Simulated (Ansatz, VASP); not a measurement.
**One calculation of BaTiO3, two programs**

```xyz
5
Lattice="2.9787 1.7198 2.3790 -2.9787 1.7198 2.3790 0.0000 -3.4396 2.3790" Properties=species:S:1:pos:R:3 pbc="T T T"
Ba    0.0000    0.0000    7.1368
Ti    0.0000    0.0000    3.6235
O     0.0000   -1.7001    4.6891
O    -1.4723    0.8500    4.6891
O     1.4723    0.8500    4.6891
```

Change from the starting cell: strain +0.050 along x and y, +0.025 along z, atoms carried along.

Alike in both runs: task single point; functional r2SCAN; k mesh 6 × 6 × 6; occupations gaussian, width 0.05 eV; no spin polarisation; Hubbard terms Ti d U = 4.0 eV.

```csv
,VASP,Ansatz
version,VASP 6.6.1,Ansatz 0.2.0
potentials or method,"VASP PAW PBE potentials, release 64 (Ba_sv, Ti_sv, O), cutoff 520 eV","scalar-relativistic, plane waves, PAW"
valence electrons in the cell,40,40
```

|  | VASP | Ansatz | Ansatz less VASP |
| --- | --- | --- | --- |
| gap on the k mesh at the Fermi level (eV) | 2.48 | 2.47 | -0.011 |
| least direct gap on the mesh (eV) | 2.82 | 2.79 | -0.034 |
| pressure (GPa) | -14.1 | -16.4 | -2.39 |
| traceless stress, the component that is largest in VASP (GPa) | 3.51 | 3.60 | +0.089 |
| rms of the force components (eV/Å) | 0.143 | 0.293 | +0.1495 |

VASP's potentials were made for PBE, not for r2SCAN. The programs project onto different local orbitals, so the same U acts differently, and such runs can settle in different states. Atom by atom the forces differ by 0.155 eV/Å (rms over components).

Spin-orbit coupling is off throughout.
